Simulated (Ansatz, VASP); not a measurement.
## Mn: VASP beside Ansatz

```
Mn
1.0
     0.00000    2.60109    2.60109
     2.60109    0.00000    2.60109
     2.60109    2.60109    0.00000
Mn
2
Direct
  0.12500 0.12500 0.12500
  0.87500 0.87500 0.87500
```

Alike in both runs: functional BLYP; k mesh 11 × 11 × 11; occupations fermi-dirac, width 0.05 eV; collinear spin.

Ansatz relaxed the structure, and its values are those at the end. VASP's run is a single point on that final structure, the one shown.

|  | VASP | Ansatz |
| --- | --- | --- |
| version | VASP 6.6.1 | Ansatz 0.2.0 |
| potentials or method | VASP PAW PBE potentials, release 64 (Mn_pv), cutoff 520 eV | plane waves (420 eV) with PAW, scalar-relativistic |
| valence electrons in the cell | 26 | 30 |

VASP gave:

- pressure (GPa): 0.4
- net moment per atom (μB): 0.00
- size of the moment on the site where the two differ most (μB): 2.24

Estimate Ansatz's values.

pressure (GPa): 0.0; net moment per atom (μB): 0.00; size of the moment on the site where the two differ most (μB): 2.09.

VASP's potentials were made for PBE, not for BLYP. Site moments also hang on the region over which each program counts them. VASP's potentials hold 26 valence electrons a cell and Ansatz's 30, so a difference there can come from the potentials and not from the codes.
